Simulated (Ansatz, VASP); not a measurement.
**One calculation of NaCl, two programs**

```xyz
2
Lattice="1.9934 -3.6392 0.0000 1.9934 3.6392 0.0000 0.0000 0.0000 3.7462" Properties=species:S:1:pos:R:3 pbc="T T T"
Na    1.9934    0.0000    1.8731
Cl    0.0000    0.0000    0.0000
```

Change from the starting cell: species swapped into the ZnAg type (Cmmm, No. 65).

Alike in both runs: functional PBE; k mesh 6 × 6 × 6; occupations gaussian, width 0.02 eV; no spin polarisation.

Ansatz relaxed the structure, and its values are those at the end. VASP's run is a single point on that final structure, the one shown.

|  | VASP | Ansatz |
| --- | --- | --- |
| version | VASP 6.6.1 | Ansatz 0.2.0 |
| potentials or method | VASP PAW PBE potentials, release 64 (Na_pv, Cl), cutoff 520 eV | scalar-relativistic, plane waves, PAW |
| valence electrons in the cell | 14 | 16 |

```csv
,VASP,Ansatz,Ansatz less VASP
gap on the k mesh at the Fermi level (eV),4.15,4.15,-0.001
least direct gap on the mesh (eV),4.32,4.32,-0.001
pressure (GPa),0.0,0.0,+0.02
```

VASP's potentials hold 14 valence electrons a cell and Ansatz's 16, so a difference there can come from the potentials and not from the codes.
